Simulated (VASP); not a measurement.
Crystal: GaSb.

```
CELL_PARAMETERS angstrom
0.00000 3.07926 3.07926
3.07926 0.00000 3.07926
3.07926 3.07926 0.00000
ATOMIC_POSITIONS crystal
Sb 0.75000 0.75000 0.75000
Ga 0.00000 0.00000 0.00000
```

This cell differs from its parent crystal: volume scaled by 1.02.

Base run:

| Property | Result |
| --- | --- |
| Program | VASP 6.6.1 |
| Functional | PBEsol |
| Potentials or basis | VASP PAW PBE potentials, release 64 (Sb, Ga_d) |
| Cutoff | 520 eV |
| k mesh | 8 × 8 × 8 |
| Occupations | fermi-dirac, width 0.05 eV |
| Spin | no spin polarisation |

Its results: band gap on the k mesh zero (filled and empty bands touch); pressure -1.0 GPa.

Problem. After a change of settings the same cell gave: band gap on the k mesh zero (filled and empty bands touch); pressure -2.7 GPa. Which change was it?
A. functional from PBEsol to revPBE
B. dispersion from none to D3(BJ)
C. functional from PBEsol to RPBE
D. functional from PBEsol to r2SCAN; dispersion from none to rVV10

Solution. B.

Dispersion adds attraction, which lowers the pressure at fixed volume and, as a term added to the energy, leaves the levels alone.

Caveats: the PAW data sets were made with another functional, which shifts forces and pressure a little; spin-orbit coupling is left out, which moves the levels of the heavy elements; pairwise dispersion overbinds metals, which lowers pressure and volume (some runs).
